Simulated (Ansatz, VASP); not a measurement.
One calculation of Hf2Si, two programs

File POSCAR:

```
Hf2Si
1.0
   -3.2753522240      3.2753522240      2.5828233930
    3.2753522240     -3.2753522240      2.5828233930
    3.2753522240      3.2753522240     -2.5828233930
Hf Si
4 2
Direct
    0.8435136200      0.6564863800      0.5000000000
    0.3435136200      0.8435136200      0.1870272400
    0.1564863800      0.3435136200      0.5000000000
    0.6564863800      0.1564863800      0.8129727600
    0.7500000000      0.7500000000      0.0000000000
    0.2500000000      0.2500000000      0.0000000000
```

Contents of INCAR.step1:

```
ALGO = Normal ; EDIFF = 1E-4
ENCUT = 520 ; GGA = PE
ISMEAR = 0 ; LASPH = T
LCHARG = F ; LREAL = F
LWAVE = T ; NBANDS = 33
NELM = 60 ; PREC = Accurate
SIGMA = 0.1
```

INCAR.step2

```
ALGO = Normal ; EDIFF = 1E-6
ENCUT = 520 ; ISIF = 2
ISMEAR = 0 ; ISTART = 1
LASPH = T ; LCHARG = T
LELF = T ; LMIXTAU = T
LREAL = F ; LVHAR = T
LWAVE = F ; METAGGA = R2SCAN
NBANDS = 33 ; NELM = 60
PREC = Accurate ; SIGMA = 0.1
```

File KPOINTS:

```
k-points
0
Gamma
  4 4 4
```

Input for Ansatz:

```yaml
crystal:
  lattice:
    - [-3.275352224, 3.275352224, 2.582823393]
    - [3.275352224, -3.275352224, 2.582823393]
    - [3.275352224, 3.275352224, -2.582823393]
  atoms:
    - { symbol: Hf, position: [0.84351362, 0.65648638, 0.5] }
    - { symbol: Hf, position: [0.34351362, 0.84351362, 0.18702724] }
    - { symbol: Hf, position: [0.15648638, 0.34351362, 0.5] }
    - { symbol: Hf, position: [0.65648638, 0.15648638, 0.81297276] }
    - { symbol: Si, position: [0.75, 0.75, 0.0] }
    - { symbol: Si, position: [0.25, 0.25, 0.0] }
basis:
  ecutwfc: 500
kpoints:
  mp_grid: { grid: [4, 4, 4] }
hamiltonian:
  xc: r2scan
scf:
  occupations: { method: gaussian, width: 0.1 }
output:
  forces: true
  stress: true
  eigenvalues: true
```

Alike in both runs: task single point; functional r2SCAN; k mesh 4 × 4 × 4; occupations gaussian, width 0.1 eV; no spin polarisation.

|  | VASP | Ansatz |
| --- | --- | --- |
| version | VASP 6.6.1 | Ansatz 0.2.0 |
| potentials or method | VASP PAW PBE potentials, release 64 (Hf_pv, Si), cutoff 520 eV | scalar-relativistic, plane waves, PAW |
| valence electrons in the cell | 48 | 112 |

Ansatz gave:

```
gap on the k mesh at the Fermi level (eV)                     : none
pressure (GPa)                                                : 0.3
traceless stress, the component that is largest in VASP (GPa) : 0.76
rms of the force components (eV/Å)                            : 0.035
```

Question: Which values does VASP return?

Answer: gap on the k mesh at the Fermi level (eV): none; pressure (GPa): -0.2; traceless stress, the component that is largest in VASP (GPa): 0.73; rms of the force components (eV/Å): 0.029.

VASP's potentials were made for PBE, not for r2SCAN. Atom by atom the forces differ by 0.006 eV/Å (rms over components). A gap of «none» marks a metal or a gap that the smearing closes. With one functional, cell and mesh, what is left measures potentials, basis and numerics. VASP's potentials hold 48 valence electrons a cell and Ansatz's 112, so a difference there can come from the potentials and not from the codes.

The k mesh is coarse, so the values compare programs but aren't converged. Neither program's run includes spin-orbit coupling.
